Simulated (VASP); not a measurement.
Set up this calculation in VASP 6.6.1, as the native input.

* Task: relaxation of cell and atoms
* Functional: PBEsol
* Potentials or basis: VASP PAW PBE potentials, release 64 (In_d)
* Cutoff: 600 eV
* k mesh: 18 × 18 × 18
* Occupations: gaussian, width 0.1 eV
* Spin: no spin polarisation
* Dipole correction: no
* Further INCAR settings: ALGO = Fast; EDIFF = 1e-07; IBRION = 2; EDIFFG = -0.005; NSW = 100; ISIF = 3

The structure of In lies in POSCAR:

```
In
1.0
   -1.6947072674      1.6947072674      2.2973723912
    1.6947072674     -1.6947072674      2.2973723912
    1.6947072674      1.6947072674     -2.2973723912
In
1
Direct
    0.0000000000      0.0000000000      0.0000000000
```

The input as run:

INCAR

```
  PREC = Accurate
  ENCUT = 600
  EDIFF = 1E-7
  ISMEAR = 0
  SIGMA = 0.1
  LREAL = False
  LASPH = True
  NELM = 60
  ALGO = Fast
  ISIF = 3
  LWAVE = False
  LCHARG = False
  GGA = PS
  IBRION = 2
  NSW = 100
  EDIFFG = -0.005
```

KPOINTS

```
Automatic mesh
0
Gamma
  18 18 18
```

Potentials or basis: VASP PAW PBE potentials, release 64 (In_d).

Run with:

```sh
$ cat potpaw_PBE.64/In_d/POTCAR > POTCAR
$ mpirun -np 1 vasp_std > vasp.out
```

Results of the run:

```
Relaxed volume                        : 25.61 Å³/atom
Relaxed cell                          : a = 3.306 Å, b = 3.306 Å, c = 3.306 Å, α = 119.85°, β = 119.85°, γ = 90.26°
Space group after relaxing (to 0.1 Å) : Fm-3m (No. 225)
Energy gained by relaxing             : 4.5 meV/atom
Ionic steps                           : 13
Pressure after relaxing               : 0.0 GPa
Band gap on the k mesh                : zero (an odd number of electrons rules out a gap without spin polarisation)
```

Caveat: the PAW data sets were made with another functional, which shifts forces and pressure a little; spin-orbit coupling is left out, which moves the levels of the heavy elements.

It took 8.8 min on 1 thread of Intel(R) Xeon(R) 6975P-C (Granite Rapids), with other jobs on the host, peak memory 0.31 GiB.
